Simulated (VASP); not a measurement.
# PrCo2Sb2 in VASP: density of states with PBE

Aim: the density of states of PrCo2Sb2 with PBE.

Everything below comes from runs of VASP 6.6.1. Logs are shortened: lines on timing, memory, paths and dates and some standing lists are left out, and cuts for length are marked.

**1. The cell of the first run**

The typed cell holds 5 atoms: a = 4.572 Å, b = 4.572 Å, c = 7.413 Å, α = 90.00°, β = 90.00°, γ = 120.00°.

**2. Density of states, PBE, collinear spin, ferrimagnetic start**

File POSCAR:

```
PrCo2Sb2
1.0
    4.5715449900      0.0000000000      0.0000000000
   -2.2857724900      3.9590755800      0.0000000000
    0.0000000000      0.0000000000      7.4127836900
Sb Pr Co
2 1 2
Direct
    0.6667000000      0.3333000000      0.2452900000
    0.3333000000      0.6667000000      0.7547100000
    0.0000000000      0.0000000000      0.0000000000
    0.6667000000      0.3333000000      0.6317000000
    0.3333000000      0.6667000000      0.3683000000
```

File INCAR.step1:

```
PREC = Accurate
ENCUT = 520
EDIFF = 1E-6
ISMEAR = -1
SIGMA = 0.1
LREAL = F
LASPH = T
NELM = 150
ALGO = Normal
ISIF = 2
LWAVE = F
LCHARG = T
ISPIN = 2
MAGMOM = 0 0 2 -3 3
LMAXMIX = 6
GGA = PE
NBANDS = 32
```

File KPOINTS.step1:

```
regular mesh
0
Gamma
  6 6 3
```

File INCAR.step2:

```
PREC = Accurate
ENCUT = 520
EDIFF = 1E-6
ISMEAR = -5
SIGMA = 0.1
LREAL = F
LASPH = T
NELM = 150
ALGO = Normal
ISIF = 2
LWAVE = F
LCHARG = F
ISPIN = 2
MAGMOM = 0 0 2 -3 3
LORBIT = 11
LMAXMIX = 6
GGA = PE
NEDOS = 1001
ICHARG = 11
```

File KPOINTS.step2:

```
regular mesh
0
Gamma
  9 9 5
```

Potentials or basis: VASP PAW PBE potentials, release 64 (Sb, Pr, Co).

The run is started by

```console
> cat potpaw_PBE.64/Sb/POTCAR potpaw_PBE.64/Pr/POTCAR potpaw_PBE.64/Co/POTCAR > POTCAR
> cp INCAR.step1 INCAR
> cp KPOINTS.step1 KPOINTS
> mpirun -np 1 vasp_std > vasp.out
> cp INCAR.step2 INCAR
> cp KPOINTS.step2 KPOINTS
> mpirun -np 1 vasp_std > vasp.out
```

OUTCAR:

```text
PREC = Accurate
   ENCUT = 520
   EDIFF = 1E-6
   ISMEAR = -5
   LREAL = F
   LASPH = T
   NELM = 150
   ISIF = 2
   ISPIN = 2
   LORBIT = 11
   GGA = PE
   ICHARG = 11

 ion  position               nearest neighbor table
   1  0.667  0.333  0.245-   5 2.79   5 2.79   5 2.79   4 2.86   3 3.20   3 3.21   3 3.21
   2  0.333  0.667  0.755-   4 2.79   4 2.79   4 2.79   5 2.86   3 3.20   3 3.21   3 3.21
   3  0.000  0.000  0.000-   1 3.20   2 3.20   1 3.21   2 3.21   1 3.21   2 3.21
   4  0.667  0.333  0.632-   2 2.79   2 2.79   2 2.79   1 2.86
   5  0.333  0.667  0.368-   1 2.79   1 2.79   1 2.79   2 2.86

  LATTYP: Found a hexagonal cell.
 ALAT       =     4.5715449900
 C/A-ratio  =     1.6215051380

  Lattice vectors:

 A1 = (   4.5715449900,   0.0000000000,   0.0000000000)
 A2 = (  -2.2857724900,   3.9590755800,   0.0000000000)
 A3 = (   0.0000000000,   0.0000000000,   7.4127836900)

Analysis of symmetry for initial positions (statically):
=====================================================================
 Subroutine PRICEL returns:
 Original cell was already a primitive cell.

 Routine SETGRP: Setting up the symmetry group for a
 hexagonal supercell.

 Subroutine GETGRP returns: Found  4 space group operations
 (whereof  4 operations were pure point group operations)
 out of a pool of 24 trial point group operations.

The static configuration has the point symmetry C_2h.

Analysis of symmetry for dynamics (positions and initial velocities):
=====================================================================
 Subroutine PRICEL returns:
 Original cell was already a primitive cell.

 Routine SETGRP: Setting up the symmetry group for a
 hexagonal supercell.

 Subroutine GETGRP returns: Found  4 space group operations
 (whereof  4 operations were pure point group operations)
 out of a pool of 24 trial point group operations.

The dynamic configuration has the point symmetry C_2h.

Analysis of structural, dynamic, and magnetic symmetry:
=====================================================================
 Subroutine PRICEL returns:
 Original cell was already a primitive cell.

 Routine SETGRP: Setting up the symmetry group for a
 hexagonal supercell.

 Subroutine GETGRP returns: Found  2 space group operations
 (whereof  2 operations were pure point group operations)
 out of a pool of 24 trial point group operations.

The overall configuration has the point symmetry C_1h.

 Subroutine INISYM returns: Found  2 space group operations
 (whereof  2 operations are pure point group operations),
 and found     1 'primitive' translations

----------------------------------------------------------------------------------------

                                     Primitive cell

  volume of cell :     134.1647

  direct lattice vectors                    reciprocal lattice vectors
     4.571544990  0.000000000  0.000000000     0.218744429  0.126292108  0.000000000
    -2.285772490  3.959075580  0.000000000     0.000000000  0.252584216  0.000000000
     0.000000000  0.000000000  7.412783690     0.000000000  0.000000000  0.134902088

  length of vectors
     4.571544990  4.571546273  7.412783690     0.252584287  0.252584216  0.134902088

  position of ions in fractional coordinates (direct lattice)
     0.666700000  0.333300000  0.245290000
     0.333300000  0.666700000  0.754710000
     0.000000000  0.000000000  0.000000000
     0.666700000  0.333300000  0.631700000
     0.333300000  0.666700000  0.368300000

  ion indices of the primitive-cell ions
   primitive index   ion index
                 1           1
                 2           2
                 3           3
                 4           4
                 5           5

----------------------------------------------------------------------------------------

 KPOINTS: regular mesh

Automatic generation of k-mesh.
 Grid dimensions read from file:
 generate k-points for:    9    9    5

 Generating k-lattice:

  Cartesian coordinates                     Fractional coordinates (reciprocal lattice)
     0.024304937  0.014032456  0.000000000     0.111111111  0.000000000  0.000000000
     0.000000000  0.028064913  0.000000000     0.000000000  0.111111111  0.000000000
     0.000000000  0.000000000  0.026980418     0.000000000  0.000000000  0.200000000

  Length of vectors
     0.028064921  0.028064913  0.026980418

  Shift w.r.t. Gamma in fractional coordinates (k-lattice)
     0.000000000  0.000000000  0.000000000

 TETIRR: Found    611 inequivalent tetrahedra from     2430

 Subroutine IBZKPT returns following result:
 ===========================================

 Found    115 irreducible k-points:

 Following reciprocal coordinates:
            Coordinates               Weight
  0.000000  0.000000  0.000000      1.000000
  0.111111  0.000000  0.000000      4.000000
 -0.111111  0.111111  0.000000      2.000000
  0.222222  0.000000  0.000000      4.000000
 -0.222222  0.222222  0.000000      2.000000
  0.333333  0.000000  0.000000      4.000000
[... 16 lines left out ...]
 -0.222222 -0.444444  0.000000      4.000000
  0.444444  0.333333  0.000000      4.000000
 [... further k-points ...]
   k-points           NKPTS =    115   k-points in BZ     NKDIM =    115   number of bands    NBANDS=     25
   number of dos      NEDOS =   1001   number of ions     NIONS =      5
   total plane-waves  NPLWV =  72576
   dimension x,y,z NGX =    36 NGY =   36 NGZ =   56
   dimension x,y,z NGXF=    72 NGYF=   72 NGZF=  112
   ions per type =               2   1   2
   NGX,Y,Z   is equivalent  to a cutoff of  13.09, 13.09, 12.56 a.u.
   NGXF,Y,Z  is equivalent  to a cutoff of  26.18, 26.18, 25.12 a.u.
 SYSTEM =  unknown system
   PREC   = accura    normal or accurate (medium, high low for compatibility)
   ISTART =      0    job   : 0-new  1-cont  2-samecut
   ICHARG =     11    charge: 1-file 2-atom 10-const
   ISPIN  =      2    spin polarized calculation?
   LNONCOLLINEAR =      F non collinear calculations
   LSORBIT =      F    spin-orbit coupling
   LASPH  =      T    aspherical Exc in radial PAW
   ENCUT  =  520.0 eV  38.22 Ry    6.18 a.u.   8.50  8.50 13.78*2*pi/ulx,y,z
   NELM   =    150;   NELMIN=  2; NELMDL=  0     # of ELM steps
   EDIFF  = 0.1E-05   stopping-criterion for ELM
   LREAL  =      F    real-space projection
   EDIFFG = 0.1E-04   stopping-criterion for IOM
   NSW    =      0    number of steps for IOM
   IBRION =     -1    ionic relax: 0-MD 1-quasi-New 2-CG
   NFREE  =      0    steps in history (QN), initial steepest desc. (CG)
   ISIF   =      2    stress and relaxation
   ISYM   =      2    0-nonsym 1-usesym 2-fastsym
   POTIM  = 0.5000    time-step for ionic-motion
   TEBEG  =    0.0;   TEEND  =   0.0 temperature during run
   PSTRESS=    0.0 pullay stress
   NELECT =      41.0000    total number of electrons
   NUPDOWN=      -1.0000    fix difference up-down
   EMIN   =  10.00;   EMAX   =-10.00  energy-range for DOS
   EFERMI =   0.00;   METHOD = LEGACY
   ISMEAR =    -5;   SIGMA  =   0.10  broadening in eV -4-tet -1-fermi 0-gaus
   EFERMI_NEDOS =   21; number of points for ismear=-14 and -15
   IALGO  =     38    algorithm
   IMIX   =      4    mixing-type and parameters
     AMIX     =   0.40;   BMIX     =  1.00
     AMIX_MAG =   1.60;   BMIX_MAG =  1.00
  volume/ion in A,a.u.               =      26.83       181.08
  Fermi-wavevector in a.u.,A,eV,Ry     =   1.102698  2.083798 16.543919  1.215944
  Thomas-Fermi vector in A             =   2.239145
   LORBIT       =     11    0 simple, 1 ext, 2 COOP (PROOUT), +10 PAW based schemes
   GGA     = PE    functional components
   LHFCALC =     F    Hartree Fock is set to
   AEXX    =    0.0000 exact exchange contribution
   IVDW    =     0    specifies the selected vdW correction
   LEPSILON=     F    determine dielectric tensor
   LRPA    =     F    only Hartree local field effects (RPA)
 spin polarized calculation
 Fermi weights with tetrahedron method with Bloechl corrections
  energy-cutoff  :      520.00
  volume of cell :      134.16
 maximum number of plane-waves:      3657
 NGX is ok and might be reduce to    36

 number of electron      41.0000000 magnetization       2.1342856

 Free energy of the ion-electron system (eV)
  ---------------------------------------------------
  ext. energy  EPLUGINS =         0.00000000
  ---------------------------------------------------
  free energy    TOTEN  =       -27.65206562 eV

  energy without entropy =      -27.65206562  energy(sigma->0) =      -27.65206562

 E-fermi :   5.7169     XC(G=0):  -9.7320

 val. band max:        5.7240049168   @ k =   0.4444   0.0000   0.4000
 cond. band min:       5.7151378055   @ k =   0.1111   0.1111   0.4000
 fundamental gap:     -0.0088671113
 Fermi energy:         5.7168824630

 spin component 1

 k-point     1 :       0.0000    0.0000    0.0000
  band No.  band energies     occupation
      1     -30.4262      1.00000
      2     -12.5224      1.00000
      3     -12.3802      1.00000
      4     -12.3801      1.00000
      5      -4.1705      1.00000
      6      -3.0146      1.00000
[... 17 lines left out ...]
     24       5.7843      0.00000
     25       5.9143      0.00000

 k-point     2 :       0.1111    0.0000    0.0000
  band No.  band energies     occupation
      1     -30.4253      1.00000
      2     -12.5164      1.00000
      3     -12.4018      1.00000
      4     -12.3845      1.00000
      5      -4.0754      1.00000
      6      -3.0137      1.00000
[... 17 lines left out ...]
     24       5.8293      0.00000
     25       5.9032      0.00000
[... 586 lines left out ...]
     24       5.7489      0.00000
     25       5.8133      0.00000

 k-point    24 :       0.4444    0.3333    0.0000
  band No.  band energies     occupation
      1     -30.4182      1.00000
      2     -12.5302      1.00000
      3     -12.4679      1.00000
      4     -12.4594      1.00000
      5      -3.1108      1.00000
      6      -3.0098      1.00000
[... 17 lines left out ...]
     24       5.7487      0.00000
     25       5.8008      0.00000

 [... further k-points ...]

 spin component 2

 k-point     1 :       0.0000    0.0000    0.0000
  band No.  band energies     occupation
      1     -29.4021      1.00000
      2     -11.7793      1.00000
      3     -11.6230      1.00000
      4     -11.6229      1.00000
      5      -4.1683      1.00000
      6      -3.0063      1.00000
[... 17 lines left out ...]
     24       7.2204      0.00000
     25       7.2206      0.00000

 k-point     2 :       0.1111    0.0000    0.0000
  band No.  band energies     occupation
      1     -29.4011      1.00000
      2     -11.7721      1.00000
      3     -11.6477      1.00000
      4     -11.6277      1.00000
      5      -4.0720      1.00000
      6      -3.0073      1.00000
[... 17 lines left out ...]
     24       7.1964      0.00000
     25       7.2124      0.00000
[... 586 lines left out ...]
     24       7.1478      0.00000
     25       7.1744      0.00000

 k-point    24 :       0.4444    0.3333    0.0000
  band No.  band energies     occupation
      1     -29.3931      1.00000
      2     -11.7937      1.00000
      3     -11.7172      1.00000
      4     -11.7092      1.00000
      5      -3.0985      1.00000
      6      -3.0224      1.00000
[... 17 lines left out ...]
     24       7.1477      0.00000
     25       7.1756      0.00000

 [... further k-points ...]
[... 5 lines left out ...]
  --------------------------------------------------------------------------------------
  -------------------------------------------------------------------------------------
  Total      -11.5114627    -11.5264090    -13.1560694     -0.0129363      0.0031725     -0.0054945
  in kB     -137.4684311   -137.6469169   -157.1081154     -0.1544842      0.0378860     -0.0656141
  external PRESSURE =    -144.0744878 kB  Pullay stress =       0.0000000 kB

 VOLUME and BASIS-vectors are now :
 -----------------------------------------------------------------------------
  energy-cutoff  :      520.00
  volume of cell :      134.16
      direct lattice vectors                 reciprocal lattice vectors
     4.571544990  0.000000000  0.000000000     0.218744429  0.126292108  0.000000000
    -2.285772490  3.959075580  0.000000000     0.000000000  0.252584216  0.000000000
     0.000000000  0.000000000  7.412783690     0.000000000  0.000000000  0.134902088

 POSITION                                       TOTAL-FORCE (eV/Angst)
 -----------------------------------------------------------------------------------
      2.28600      1.31956      1.81828        -0.000309      0.000179      1.415771
     -0.00023      2.63952      5.59450         0.003398     -0.001962     -1.424944
      0.00000      0.00000      0.00000        -0.000860      0.000497     -0.087302
      2.28600      1.31956      4.68266        -0.000213      0.000123      0.019051
     -0.00023      2.63952      2.73013        -0.002016      0.001164      0.077424
 -----------------------------------------------------------------------------------
    total drift:                               -0.000012      0.000007     -0.029172

  FREE ENERGIE OF THE ION-ELECTRON SYSTEM (eV)
  ---------------------------------------------------
  free  energy   TOTEN  =       -27.6520656221 eV

  energy  without entropy=      -27.6520656221  energy(sigma->0) =      -27.65206562

 total charge

# of ion       s       p       d       f       tot
--------------------------------------------------
    1        1.115   1.320   0.030   0.000   2.465
    2        1.115   1.330   0.029   0.000   2.474
    3        1.955   5.351   0.475   2.041   9.823
    4        0.318   0.238   7.232   0.000   7.788
    5        0.318   0.235   7.280   0.000   7.832
--------------------------------------------------
tot          4.821   8.474  15.046   2.041  30.382

 magnetization (x)

# of ion       s       p       d       f       tot
--------------------------------------------------
    1        0.001  -0.007   0.001   0.000  -0.006
    2       -0.007  -0.034   0.002   0.000  -0.040
    3       -0.017  -0.041   0.028   1.904   1.874
    4       -0.022  -0.023  -1.793   0.000  -1.837
    5        0.014   0.015   1.685   0.000   1.714
--------------------------------------------------
tot         -0.032  -0.090  -0.077   1.904   1.706
```

Wall time 62 min (1 thread of AMD EPYC 7R43 (Zen 3), shared host); peak memory 0.76 GiB.

Results:

| Item | Value |
| --- | --- |
| Net moment | 2.13 μB per cell |
| Site moments | Sb -0.01, -0.04; Pr +1.87; Co -1.84, +1.71 μB |
| Valence electrons inside the program's atomic spheres | Sb 2.46, 2.47; Pr 9.82; Co 7.79, 7.83 |

Caveat: the magnetic or orbital state may not be the lowest; spin-orbit coupling is left out, which moves the levels of the heavy elements; without U or exact exchange the open f shell lies at the Fermi level, which spoils levels, moments and volumes; tetrahedron occupations give inexact forces and stress in metals. The state reached can hang on the start; a lower one may exist.
